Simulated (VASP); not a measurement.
Wanted: the native input for a VASP 6.6.1 run.

| Property | Result |
| --- | --- |
| Task | single point |
| Functional | PBE |
| Potentials or basis | VASP PAW PBE potentials, release 64 (In_d, P) |
| Cutoff | 520 eV |
| k mesh | 14 × 14 × 14 |
| Occupations | fermi-dirac, width 0.15 eV |
| Spin | no spin polarisation |
| Dipole correction | no |
| Further INCAR settings | ALGO = Normal; EDIFF = 1e-07; NBANDS = 16 |

The structure of InP lies in POSCAR:

```
InP
1.0
    0.0000000000      2.7719816220      2.7719816220
    2.7719816220      0.0000000000      2.7719816220
    2.7719816220      2.7719816220      0.0000000000
In P
1 1
Direct
    0.0000000000      0.0000000000      0.0000000000
    0.5000000000      0.5000000000      0.5000000000
```

The input as run:

INCAR

```
ALGO     = Normal         # electronic algorithm
EDIFF    = 1E-7           # SCF threshold, eV
ENCUT    = 520            # plane-wave cutoff, eV
GGA      = PE             # functional
ISIF     = 2              # what is computed and relaxed
ISMEAR   = -1             # smearing method
LASPH    = T              # aspherical terms in the spheres
LCHARG   = F              # write CHGCAR
LREAL    = F              # projectors in reciprocal space
LWAVE    = F              # write WAVECAR
NBANDS   = 16             # bands
NELM     = 100            # most SCF steps
PREC     = Accurate       # precision mode
SIGMA    = 0.15           # smearing width, eV
```

KPOINTS

```
k-points
0
Gamma
  14 14 14
```

Potentials or basis: VASP PAW PBE potentials, release 64 (In_d, P).

Command:

```bash
$ cat potpaw_PBE.64/In_d/POTCAR potpaw_PBE.64/P/POTCAR > POTCAR
$ mpirun -np 1 vasp_std > vasp.out
```

It gave:

```json
{"Pressure": "0.0 GPa", "Band gap on the k mesh": "zero (bands 9 and 10 overlap by 2.62 eV)"}
```

Caveat: spin-orbit coupling is left out, which moves the levels of the heavy elements.

Run time: 89 s on 1 thread of Intel Xeon 8259CL, with other jobs on the host, peak memory 0.22 GiB.
